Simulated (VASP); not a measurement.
Here is a VASP 6.6.1 calculation.

File INCAR:

```
SYSTEM = CdTe
ALGO     = Normal         ! electronic algorithm
EDIFF    = 1E-6           ! SCF threshold, eV
ENCUT    = 520            ! plane-wave cutoff, eV
GGA      = PE             ! functional
ISIF     = 2              ! what is computed and relaxed
ISMEAR   = 0              ! smearing method
LASPH    = .True.         ! aspherical terms in the spheres
LCHARG   = .False.        ! write CHGCAR
LREAL    = .False.        ! projectors in reciprocal space
LWAVE    = .False.        ! write WAVECAR
NBANDS   = 16             ! bands
NELM     = 80             ! most SCF steps
PREC     = Accurate       ! precision mode
SIGMA    = 0.02           ! smearing width, eV
```

The input KPOINTS:

```
k-points
0
Gamma
  8 8 8
  0 0 0
```

POSCAR

```
CdTe
1.0
    0.0000000000      3.1992608278      3.1992608278
    3.1992608278      0.0000000000      3.1992608278
    3.1992608278      3.1992608278      0.0000000000
Cd Te
1 1
Direct
    0.0000000000      0.0000000000      0.0000000000
    0.7500000000      0.7500000000      0.7500000000
```

Potentials or basis: VASP PAW PBE potentials, release 64 (Cd, Te).

The run is started by

```sh
$ cat potpaw_PBE.64/Cd/POTCAR potpaw_PBE.64/Te/POTCAR > POTCAR
$ mpirun -np 1 vasp_std > vasp.out
```

Q: Predict the band gap on the k mesh.

A: 0.89 eV, direct.

Q: Estimate the pressure.

A: 4.7 GPa.

Caveat: the cell differs from its parent crystal (Se replaced by Te, lengths x 1.041, strained); spin-orbit coupling is left out, which moves the levels of the heavy elements.
